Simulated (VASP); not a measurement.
Here is a VASP 6.6.1 calculation.

POSCAR

```
VPtO2
1.0
    2.7810354817      0.0000002695      0.0000000763
   -1.3905179743      2.4084472412      0.0000006955
   -1.3905179937      0.8028137147      6.3770088685
Pt O V
1 2 1
Direct
    0.0000000000      0.0000000000      0.0000000000
    0.1065678172      0.8934321828      0.3197034516
    0.8934321828      0.1065678172      0.6802965484
    0.5000000000      0.5000000000      0.5000000000
```

INCAR.step1

```
SYSTEM = VPtO2
PREC = Accurate
ENCUT = 520
ISMEAR = 1
SIGMA = 0.0137
LREAL = .False.
LASPH = .True.
NELM = 100
NBANDS = 26
GGA = PE
ALGO = Normal
EDIFF = 1E-4
LWAVE = .True.
LCHARG = .False.
```

The input INCAR.step2:

```
SYSTEM = VPtO2
PREC = Accurate
ENCUT = 520
EDIFF = 1E-7
ISMEAR = 1
SIGMA = 0.0137
LREAL = .False.
LASPH = .True.
NELM = 100
ALGO = Normal
ISIF = 2
LWAVE = .False.
LCHARG = .False.
METAGGA = R2SCAN
LMIXTAU = .True.
NBANDS = 26
ISTART = 1
```

KPOINTS

```
regular mesh
0
Gamma
  8 8 8
  0 0 0
```

Potentials or basis: VASP PAW PBE potentials, release 64 (Pt, O, V_sv).

Launch:

```bash
$ cat potpaw_PBE.64/Pt/POTCAR potpaw_PBE.64/O/POTCAR potpaw_PBE.64/V_sv/POTCAR > POTCAR
$ cp INCAR.step1 INCAR
$ mpirun -np 1 vasp_std > vasp.out
$ cp INCAR.step2 INCAR
$ mpirun -np 1 vasp_std > vasp.out
```

(1) What does it give for the band gap on the k mesh?

(2) Predict the pressure.

## Answers

(1) zero (an odd number of electrons rules out a gap without spin polarisation).

(2) 1.4 GPa.

Caveat: the PAW data sets were made with another functional, which shifts forces and pressure a little; spin-orbit coupling is left out, which moves the levels of the heavy elements; an odd number of electrons without spin polarisation forces a metal; a magnetic or distorted state may lie lower; the run has no spin polarisation, though such a crystal can be magnetic; semilocal functionals often make such compounds metallic where correlation or magnetic order opens a gap, which also shifts bond lengths.
